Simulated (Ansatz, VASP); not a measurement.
One calculation of Os, two programs

File INCAR:

```
PREC = Accurate ; ENCUT = 520
EDIFF = 1E-7 ; ISMEAR = -1
SIGMA = 0.1 ; LREAL = F
LASPH = T ; NELM = 60
ALGO = Normal ; ISIF = 2
LWAVE = F ; LCHARG = T
GGA = B5 ; ALDAX = 1.0
AGGAX = 1.0 ; AGGAC = 1.0
ALDAC = 0.0 ; LELF = T
LVHAR = T ; NBANDS = 19
```

The input KPOINTS:

```
regular mesh
0
Gamma
  9 9 13
```

The input POSCAR:

```
Os
1.0
    4.3233605463      0.0000000000      0.0000000000
   -2.1616802732      3.7441400628      0.0000000000
    0.0000000000      0.0000000000      2.7304908864
Os
3
Direct
    1.0000000000      1.0000000000      0.0000000000
    0.3333333333      0.6666666667      0.5000000000
    0.6666666667      0.3333333333      0.5000000000
```

Input for Ansatz:

```yaml
crystal:
  lattice:
    - [4.3233605463, 0.0, 0.0]
    - [-2.1616802732, 3.7441400628, 0.0]
    - [0.0, 0.0, 2.7304908864]
  atoms:
    - { symbol: Os, position: [1.0, 1.0, 0.0] }
    - { symbol: Os, position: [0.3333333333, 0.6666666667, 0.5] }
    - { symbol: Os, position: [0.6666666667, 0.3333333333, 0.5] }
hamiltonian:
  xc: blyp
  pseudopotentials:
    kind: paw
    azcp:
      Os: "pseudopotentials/Os.paw.azcp"
basis:
  ecutwfc: 420
  fft_grid_basis: typed
kpoints:
  mp_grid: { grid: [9, 9, 13], shift: [0, 0, 0] }
magnetization:
  spin_polarized: false
scf:
  occupations: { method: fermi_dirac, width: 0.1 }
  lower_state_search: "off"
output:
  stress: true
```

Alike in both runs: task single point; functional BLYP; k mesh 9 × 9 × 13; occupations fermi-dirac, width 0.1 eV; no spin polarisation.

|  | VASP | Ansatz |
| --- | --- | --- |
| version | VASP 6.6.1 | Ansatz 0.2.0 |
| potentials or method | VASP PAW PBE potentials, release 64 (Os), cutoff 520 eV | plane waves (420 eV) with PAW, scalar-relativistic |
| valence electrons in the cell | 24 | 48 |

|  | VASP | Ansatz | Ansatz less VASP |
| --- | --- | --- | --- |
| pressure (GPa) | 17.3 | 14.4 | -2.90 |
| traceless stress, the component that is largest in VASP (GPa) | -1.36 | -1.25 | +0.111 |

VASP's potentials were made for PBE, not for BLYP. The functional is the same, so the differences come from potentials, cutoffs and numerics. VASP's potentials hold 24 valence electrons a cell and Ansatz's 48, so a difference there can come from the potentials and not from the codes.

Neither program's run includes spin-orbit coupling.
